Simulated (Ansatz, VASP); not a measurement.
Two plane-wave programs on Bi

```
Bi
1.0
    -1.96245    1.96245    1.96245
     1.96245   -1.96245    1.96245
     1.96245    1.96245   -1.96245
Bi
1
Direct
  0.00000 0.00000 0.00000
```

Alike in both runs: functional PBE; dispersion D3(BJ); k mesh 13 × 13 × 13; occupations fermi-dirac, width 0.08 eV; no spin polarisation.

Ansatz relaxed the structure, and its values are those at the end. VASP's run is a single point on that final structure, the one shown.

|  | VASP | Ansatz |
| --- | --- | --- |
| version | VASP 6.6.1 | Ansatz 0.2.0 |
| potentials or method | VASP PAW PBE potentials, release 64 (Bi_d) | PAW with Ansatz's default frozen-core files, scalar-relativistic |
| plane-wave cutoff (eV) | 520 | 420 |
| valence electrons in the cell | 15 | 15 |

|  | VASP | Ansatz | Ansatz less VASP |
| --- | --- | --- | --- |
| pressure (GPa) | -0.1 | 0.0 | +0.07 |

Neither program's run includes spin-orbit coupling.
